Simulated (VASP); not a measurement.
The system is CsSnBr3.

```
Cs Sn Br
1.0
     5.84109    0.00000    0.00000
     0.00000    5.84109    0.00000
     0.00000    0.00000    5.84109
Cs Sn Br
1 1 3
Cartesian
  0.0000 0.0000 0.0000
  2.9205 2.9205 2.9205
  2.9205 0.0000 2.9205
  2.9205 2.9205 0.0000
  0.0000 2.9205 2.9205
```

Base run:

```yaml
Program: VASP 6.6.1
Functional: r2SCAN
Potentials_or_basis: VASP PAW PBE potentials, release 64 (Cs_sv, Sn_d, Br)
Cutoff: 550 eV
k_mesh: 4 × 4 × 4
Occupations: gaussian, width 0.01 eV
Spin: no spin polarisation
```

Its results: band gap on the k mesh 0.69 eV; pressure 0.0 GPa.

The run is repeated on the same cell with these changes: functional from r2SCAN to PBE-based screened hybrid with 15 % exact exchange; cutoff from 550 eV to 400 eV; k mesh from 4 × 4 × 4 to 2 × 2 × 2. What comes out?

Band gap on the k mesh 1.04 eV; pressure 1.8 GPa.

Several settings changed at once.

Caveats: some runs use coarse meshes; the PAW data sets were made with another functional, which shifts forces and pressure a little; spin-orbit coupling is left out, which moves the levels of the heavy elements.

A k mesh can miss the band edges.
